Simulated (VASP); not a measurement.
HfTaN2, 4 atoms in the cell. Symmetry: R-3m, No. 166, trigonal system. The conventional cell has a = 3.151 Å, b = 3.151 Å, c = 15.300 Å, α = 90.00°, β = 90.00°, γ = 120.00°. Within 2.9 Å of Ta (site symmetry -3m) lie 6 N at 2.22 Å. Within 2.9 Å of Hf (site symmetry -3m) lie 6 N at 2.22 Å. N (site symmetry 3m) has 3 Hf at 2.22 Å and 3 Ta at 2.22 Å within 2.9 Å. 

```yaml
Program: VASP 6.6.1
Task: single point
Functional: PBEsol
Potentials_or_basis: VASP PAW PBE potentials, release 64 (Ta_pv, Hf_pv, N)
Cutoff: 520 eV
k_mesh: 10 × 10 × 10
Occupations: fermi-dirac, width 0.05 eV
Spin: no spin polarisation
Dipole_correction: no
Further_INCAR_settings: ALGO = Normal; EDIFF = 1e-06; NBANDS = 24
```

Potentials or basis: VASP PAW PBE potentials, release 64 (Ta_pv, Hf_pv, N).

The run is started by

```console
$ cat potpaw_PBE.64/Ta_pv/POTCAR potpaw_PBE.64/Hf_pv/POTCAR potpaw_PBE.64/N/POTCAR > POTCAR
$ mpirun -np 1 vasp_std > vasp.out
```

Hardware: 1 thread of Intel Xeon 8259CL, on a shared host.

**Question.** How long does it take, and how much memory?

**Answer.** It took 7.3 min on 1 thread of Intel Xeon 8259CL, on a shared host, peak memory 0.33 GiB. Counts: scf iterations 14, k points 116.
